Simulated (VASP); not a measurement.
Set up this calculation in VASP 6.6.1, as the native input.

```yaml
Task: density of states
Functional: PBE
Potentials_or_basis: VASP PAW PBE potentials, release 64 (Zn, O)
Cutoff: 520 eV
k_mesh: 15 × 15 × 15
Occupations: fermi-dirac, width 0.05 eV
Spin: no spin polarisation
Dipole_correction: no
k_mesh_for_the_DOS: 23 × 23 × 23
Occupations_for_the_DOS: tetrahedron
Further_INCAR_settings: ALGO = Normal; EDIFF = 1e-07; NBANDS = 16
```

Crystal: ZnO (CsCl type).

```
CELL_PARAMETERS angstrom
2.68818 0.00000 0.00000
0.00000 2.68818 0.00000
0.00000 0.00000 2.68818
ATOMIC_POSITIONS crystal
Zn 0.00000 0.00000 0.00000
O 0.50000 0.50000 0.50000
```

One way to write it, as run:

POSCAR

```
ZnO
1.0
    2.6881761322      0.0000000000      0.0000000000
    0.0000000000      2.6881761322      0.0000000000
    0.0000000000      0.0000000000      2.6881761322
Zn O
1 1
Direct
    0.0000000000      0.0000000000      0.0000000000
    0.5000000000      0.5000000000      0.5000000000
```

INCAR.step1

```
SYSTEM = ZnO
PREC = Accurate
ENCUT = 520
EDIFF = 1E-7
ISMEAR = -1
SIGMA = 0.05
LREAL = .FALSE.
LASPH = .TRUE.
NELM = 100
ALGO = Normal
ISIF = 2
LWAVE = .FALSE.
LCHARG = .TRUE.
GGA = PE
NBANDS = 16
```

KPOINTS.step1

```
regular mesh
0
G
  15 15 15
  0 0 0
```

INCAR.step2

```
SYSTEM = ZnO
PREC = Accurate
ENCUT = 520
EDIFF = 1E-7
ISMEAR = -5
SIGMA = 0.05
LREAL = .FALSE.
LASPH = .TRUE.
NELM = 100
ALGO = Normal
ISIF = 2
LWAVE = .FALSE.
LCHARG = .FALSE.
GGA = PE
LORBIT = 11
NBANDS = 16
NEDOS = 2001
ICHARG = 11
```

KPOINTS.step2

```
regular mesh
0
G
  23 23 23
  0 0 0
```

Potentials or basis: VASP PAW PBE potentials, release 64 (Zn, O).

Launch:

```bash
$ cat potpaw_PBE.64/Zn/POTCAR potpaw_PBE.64/O/POTCAR > POTCAR
$ cp INCAR.step1 INCAR
$ cp KPOINTS.step1 KPOINTS
$ mpirun -np 1 vasp_std > vasp.out
$ cp INCAR.step2 INCAR
$ cp KPOINTS.step2 KPOINTS
$ mpirun -np 1 vasp_std > vasp.out
```

Results of the run:

* Valence electrons inside the program's atomic spheres: Zn 10.60; O 4.93

It took 97 s on 1 thread of Intel Xeon 8259CL, on a shared host, peak memory 0.23 GiB.
